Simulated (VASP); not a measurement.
# Cs3Hg (Pm-3m) in VASP: single point with LDA

Aim: the single point of Cs3Hg with LDA.

Program: VASP 6.6.1. These are calculated values, not measurements. Logs are shortened: lines on timing, memory, paths and dates and some standing lists are left out, and cuts for length are marked.

## 1. The cell of the first run

Symmetry: Pm-3m, No. 221, cubic system. Conventional cell: a = 6.784 Å, b = 6.784 Å, c = 6.784 Å, α = 90.00°, β = 90.00°, γ = 90.00°.

## 2. Single point, LDA

Contents of INCAR:

```
  ALGO = Normal
  EDIFF = 1E-6
  ENCUT = 520
  ISIF = 2
  ISMEAR = -1
  LASPH = True
  LCHARG = False
  LREAL = False
  LWAVE = False
  NBANDS = 28
  NELM = 100
  PREC = Accurate
  SIGMA = 0.1
```

Contents of KPOINTS:

```
k-points
0
Gamma
  3 3 3
```

Contents of POSCAR:

```
Cs3Hg
1.0
    6.7835370000      0.0000000000      0.0000000000
    0.0000000000      6.7835370000      0.0000000000
    0.0000000000      0.0000000000      6.7835370000
Cs Hg
3 1
Direct
    0.0000000000      0.5000000000      0.5000000000
    0.5000000000      0.0000000000      0.5000000000
    0.5000000000      0.5000000000      0.0000000000
    0.0000000000      0.0000000000      0.0000000000
```

Potentials or basis: VASP PAW LDA potentials, release 64 (Cs_sv, Hg).

Launch:

```console
> cat potpaw_LDA.64/Cs_sv/POTCAR potpaw_LDA.64/Hg/POTCAR > POTCAR
> mpirun -np 1 vasp_std > vasp.out
```

OUTCAR:

```text
EDIFF = 1E-6
   ENCUT = 520
   ISIF = 2
   ISMEAR = -1
   LASPH = True
   LREAL = False
   NELM = 100
   PREC = Accurate

 ion  position               nearest neighbor table
   1  0.000  0.500  0.500-
   2  0.500  0.000  0.500-
   3  0.500  0.500  0.000-
   4  0.000  0.000  0.000-

  LATTYP: Found a simple cubic cell.
 ALAT       =     6.7835370000

  Lattice vectors:

 A1 = (   6.7835370000,   0.0000000000,   0.0000000000)
 A2 = (   0.0000000000,   6.7835370000,   0.0000000000)
 A3 = (   0.0000000000,   0.0000000000,   6.7835370000)

Analysis of symmetry for initial positions (statically):
=====================================================================
 Subroutine PRICEL returns:
 Original cell was already a primitive cell.

 Routine SETGRP: Setting up the symmetry group for a
 simple cubic supercell.

 Subroutine GETGRP returns: Found 48 space group operations
 (whereof 48 operations were pure point group operations)
 out of a pool of 48 trial point group operations.

The static configuration has the point symmetry O_h .

Analysis of symmetry for dynamics (positions and initial velocities):
=====================================================================
 Subroutine PRICEL returns:
 Original cell was already a primitive cell.

 Routine SETGRP: Setting up the symmetry group for a
 simple cubic supercell.

 Subroutine GETGRP returns: Found 48 space group operations
 (whereof 48 operations were pure point group operations)
 out of a pool of 48 trial point group operations.

The dynamic configuration has the point symmetry O_h .

 Subroutine INISYM returns: Found 48 space group operations
 (whereof 48 operations are pure point group operations),
 and found     1 'primitive' translations

----------------------------------------------------------------------------------------

                                     Primitive cell

  volume of cell :     312.1538

  direct lattice vectors                    reciprocal lattice vectors
     6.783537000  0.000000000  0.000000000     0.147415721  0.000000000  0.000000000
     0.000000000  6.783537000  0.000000000     0.000000000  0.147415721  0.000000000
     0.000000000  0.000000000  6.783537000     0.000000000  0.000000000  0.147415721

  length of vectors
     6.783537000  6.783537000  6.783537000     0.147415721  0.147415721  0.147415721

  position of ions in fractional coordinates (direct lattice)
     0.000000000  0.500000000  0.500000000
     0.500000000  0.000000000  0.500000000
     0.500000000  0.500000000  0.000000000
     0.000000000  0.000000000  0.000000000

  ion indices of the primitive-cell ions
   primitive index   ion index
                 1           1
                 2           2
                 3           3
                 4           4

----------------------------------------------------------------------------------------

 KPOINTS: k-points

Automatic generation of k-mesh.
 Grid dimensions read from file:
 generate k-points for:    3    3    3

 Generating k-lattice:

  Cartesian coordinates                     Fractional coordinates (reciprocal lattice)
     0.049138574  0.000000000  0.000000000     0.333333333  0.000000000  0.000000000
     0.000000000  0.049138574  0.000000000     0.000000000  0.333333333  0.000000000
     0.000000000  0.000000000  0.049138574     0.000000000  0.000000000  0.333333333

  Length of vectors
     0.049138574  0.049138574  0.049138574

  Shift w.r.t. Gamma in fractional coordinates (k-lattice)
     0.000000000  0.000000000  0.000000000

 Subroutine IBZKPT returns following result:
 ===========================================

 Found      4 irreducible k-points:

 Following reciprocal coordinates:
            Coordinates               Weight
  0.000000  0.000000  0.000000      1.000000
  0.333333  0.000000  0.000000      6.000000
  0.333333  0.333333  0.000000     12.000000
  0.333333  0.333333  0.333333      8.000000
   k-points           NKPTS =      4   k-points in BZ     NKDIM =      4   number of bands    NBANDS=     28
   number of dos      NEDOS =    301   number of ions     NIONS =      4
   total plane-waves  NPLWV = 125000
   dimension x,y,z NGX =    50 NGY =   50 NGZ =   50
   dimension x,y,z NGXF=   100 NGYF=  100 NGZF=  100
   ions per type =               3   1
   NGX,Y,Z   is equivalent  to a cutoff of  12.25, 12.25, 12.25 a.u.
   NGXF,Y,Z  is equivalent  to a cutoff of  24.51, 24.51, 24.51 a.u.
 SYSTEM =  unknown system
   PREC   = accura    normal or accurate (medium, high low for compatibility)
   ISTART =      0    job   : 0-new  1-cont  2-samecut
   ICHARG =      2    charge: 1-file 2-atom 10-const
   ISPIN  =      1    spin polarized calculation?
   LNONCOLLINEAR =      F non collinear calculations
   LSORBIT =      F    spin-orbit coupling
   LASPH  =      T    aspherical Exc in radial PAW
   ENCUT  =  520.0 eV  38.22 Ry    6.18 a.u.  12.61 12.61 12.61*2*pi/ulx,y,z
   NELM   =    100;   NELMIN=  2; NELMDL= -5     # of ELM steps
   EDIFF  = 0.1E-05   stopping-criterion for ELM
   LREAL  =      F    real-space projection
   EDIFFG = 0.1E-04   stopping-criterion for IOM
   NSW    =      0    number of steps for IOM
   IBRION =     -1    ionic relax: 0-MD 1-quasi-New 2-CG
   NFREE  =      0    steps in history (QN), initial steepest desc. (CG)
   ISIF   =      2    stress and relaxation
   ISYM   =      2    0-nonsym 1-usesym 2-fastsym
   POTIM  = 0.5000    time-step for ionic-motion
   TEBEG  =    0.0;   TEEND  =   0.0 temperature during run
   PSTRESS=    0.0 pullay stress
   NELECT =      39.0000    total number of electrons
   NUPDOWN=      -1.0000    fix difference up-down
   EMIN   =  10.00;   EMAX   =-10.00  energy-range for DOS
   EFERMI =   0.00;   METHOD = LEGACY
   ISMEAR =    -1;   SIGMA  =   0.10  broadening in eV -4-tet -1-fermi 0-gaus
   EFERMI_NEDOS =   21; number of points for ismear=-14 and -15
   IALGO  =     38    algorithm
   IMIX   =      4    mixing-type and parameters
     AMIX     =   0.40;   BMIX     =  1.00
     AMIX_MAG =   1.60;   BMIX_MAG =  1.00
  volume/ion in A,a.u.               =      78.04       526.63
  Fermi-wavevector in a.u.,A,eV,Ry     =   0.818415  1.546580  9.113221  0.669803
  Thomas-Fermi vector in A             =   1.929037
   LORBIT       =      0    0 simple, 1 ext, 2 COOP (PROOUT), +10 PAW based schemes
   GGA     = CA    functional components
   LHFCALC =     F    Hartree Fock is set to
   AEXX    =    0.0000 exact exchange contribution
   IVDW    =     0    specifies the selected vdW correction
   LEPSILON=     F    determine dielectric tensor
   LRPA    =     F    only Hartree local field effects (RPA)
 non-spin polarized calculation
  energy-cutoff  :      520.00
  volume of cell :      312.15
 maximum number of plane-waves:      8429
 NGX is ok and might be reduce to    50
   NGX = 25   NGY = 25   NGZ = 25

 number of electron      39.0000011 magnetization

 Free energy of the ion-electron system (eV)
  ---------------------------------------------------
  ext. energy  EPLUGINS =         0.00000000
  ---------------------------------------------------
  free energy    TOTEN  =        -3.82805615 eV

  energy without entropy =       -3.71627501  energy(sigma->0) =       -3.77216558

 E-fermi :   0.8171     XC(G=0):  -6.4874

 val. band max:        0.6365059134   @ k =   0.3333   0.3333   0.0000
 cond. band min:       0.9884513305   @ k =   0.3333   0.0000   0.0000
 fundamental gap:      0.3519454170
 Fermi energy:         0.8170679314

 k-point     1 :       0.0000    0.0000    0.0000
  band No.  band energies     occupation
      1     -22.9316      2.00000
      2     -22.8959      2.00000
      3     -22.8959      2.00000
      4      -9.8984      2.00000
      5      -9.8984      2.00000
      6      -9.8984      2.00000
[... 20 lines left out ...]
     27       2.0847      0.00001
     28       2.0847      0.00001

 k-point     2 :       0.3333    0.0000    0.0000
  band No.  band energies     occupation
      1     -22.9240      2.00000
      2     -22.9034      2.00000
      3     -22.8959      2.00000
      4      -9.8607      2.00000
      5      -9.8607      2.00000
      6      -9.8316      2.00000
[... 20 lines left out ...]
     27       2.6605      0.00000
     28       3.0548      0.00000

 k-point     3 :       0.3333    0.3333    0.0000
  band No.  band energies     occupation
      1     -22.9178      2.00000
      2     -22.9048      2.00000
      3     -22.9007      2.00000
      4      -9.8962      2.00000
      5      -9.8164      2.00000
      6      -9.8049      2.00000
[... 20 lines left out ...]
     27       2.8950      0.00000
     28       3.2267      0.00000

 k-point     4 :       0.3333    0.3333    0.3333
  band No.  band energies     occupation
      1     -22.9136      2.00000
      2     -22.9047      2.00000
      3     -22.9047      2.00000
      4      -9.9778      2.00000
      5      -9.8130      2.00000
      6      -9.8121      2.00000
[... 20 lines left out ...]
     27       3.0833      0.00000
     28       3.0833      0.00000

------------------------ aborting loop because EDIFF is reached ----------------------------------------

  FORCE on cell =-STRESS in cart. coord.  units (eV):
  Direction    XX          YY          ZZ          XY          YZ          ZX
  --------------------------------------------------------------------------------------
  -------------------------------------------------------------------------------------
  Total       -1.3669074     -1.3669074     -1.3669074      0.0000000      0.0000000     -0.0000000
  in kB       -7.0158629     -7.0158629     -7.0158629      0.0000000      0.0000000     -0.0000000
  external PRESSURE =      -7.0158629 kB  Pullay stress =       0.0000000 kB

 VOLUME and BASIS-vectors are now :
 -----------------------------------------------------------------------------
  energy-cutoff  :      520.00
  volume of cell :      312.15
      direct lattice vectors                 reciprocal lattice vectors
     6.783537000  0.000000000  0.000000000     0.147415721  0.000000000  0.000000000
     0.000000000  6.783537000  0.000000000     0.000000000  0.147415721  0.000000000
     0.000000000  0.000000000  6.783537000     0.000000000  0.000000000  0.147415721

 POSITION                                       TOTAL-FORCE (eV/Angst)
 -----------------------------------------------------------------------------------
      0.00000      3.39177      3.39177         0.000000      0.000000      0.000000
      3.39177      0.00000      3.39177         0.000000      0.000000      0.000000
      3.39177      3.39177      0.00000         0.000000      0.000000      0.000000
      0.00000      0.00000      0.00000         0.000000      0.000000      0.000000
 -----------------------------------------------------------------------------------
    total drift:                                0.000000      0.000000      0.000000

  FREE ENERGIE OF THE ION-ELECTRON SYSTEM (eV)
  ---------------------------------------------------
  free  energy   TOTEN  =        -3.8280561511 eV

  energy  without entropy=       -3.7162750145  energy(sigma->0) =       -3.77216558
```

Wall time 26 s (1 thread of Intel Xeon 6975P-C, shared host); peak memory 0.28 GiB.

Results:

| Property | Result |
| --- | --- |
| Free energy | -3.8281 eV |
| Pressure | -0.7 GPa |

Caveat: spin-orbit coupling is left out, which moves the levels of the heavy elements.
